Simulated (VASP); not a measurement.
The system is SnBi2O5.

```xyz
8
Lattice="-1.9500 1.9750 8.4000 1.9500 -1.9750 8.4000 1.9500 1.9750 -8.4000" Properties=species:S:1:pos:R:3 pbc="T T T"
Sn    0.0000    0.0000    0.0000
Bi    0.0000    0.0000   11.2560
Bi    0.0000    0.0000    5.5440
O     0.0000    0.0000    1.9320
O     0.0000    0.0000   14.8680
O     0.0000    1.9750    0.0000
O     0.0000    1.9750    4.2000
O     1.9500    0.0000    4.2000
```

This cell differs from its parent crystal: atoms taken out.

```yaml
Program: VASP 6.6.1
Task: relaxation of cell and atoms
Functional: PBE
Potentials_or_basis: VASP PAW PBE potentials, release 64 (Sn_d, Bi_d, O)
Cutoff: 600 eV
k_mesh: 4 × 4 × 4
Occupations: gaussian, width 0.15 eV
Spin: no spin polarisation
```

At the start: pressure -2.6 GPa; volume 16.18 Å³/atom.

Q: How do energy, volume and symmetry change on relaxing?

A: Over 8 steps the energy falls by 41.4 meV/atom and the volume is 15.58 Å³/atom (-3.7 %); space group Immm (No. 71, to 0.1 Å) before and after.

The path:
| step | energy change (eV) | largest force (eV/Å) | pressure (GPa) | volume (Å³) |
| --- | --- | --- | --- | --- |
| 1 | 0.0000 | 1.4557 | -2.62 | 129.40 |
| 2 | -0.2892 | 0.3032 | 1.11 | 124.42 |
| 3 | -0.2893 | 0.2987 | 1.05 | 124.48 |
| 4 | -0.3125 | 0.3377 | -1.01 | 125.90 |
| 5 | -0.3125 | 0.3363 | -0.99 | 125.89 |
| 6 | -0.3274 | 0.1162 | -0.10 | 124.96 |
| 7 | -0.3276 | 0.1111 | 0.05 | 124.83 |
| 8 | -0.3312 | 0.0441 | -0.03 | 124.63 |

Final structure:
```xyz
8
Lattice="-1.8325 1.9922 8.5347 1.8325 -1.9922 8.5347 1.8325 1.9922 -8.5347" Properties=species:S:1:pos:R:3 pbc="T T T"
Sn    0.0000    0.0000    0.0000
Bi    0.0000    0.0000   11.4985
Bi    0.0000    0.0000    5.5709
O     0.0000    0.0000    1.9768
O     0.0000    0.0000   15.0927
O     0.0000    1.9922    0.0000
O     0.0000    1.9922    4.3199
O     1.8325    0.0000    4.2148
```

Caveat: the cell differs from its parent crystal (atoms taken out); the relaxation stopped at a loose force limit of 0.08 eV/Å, so its end isn't a converged minimum.
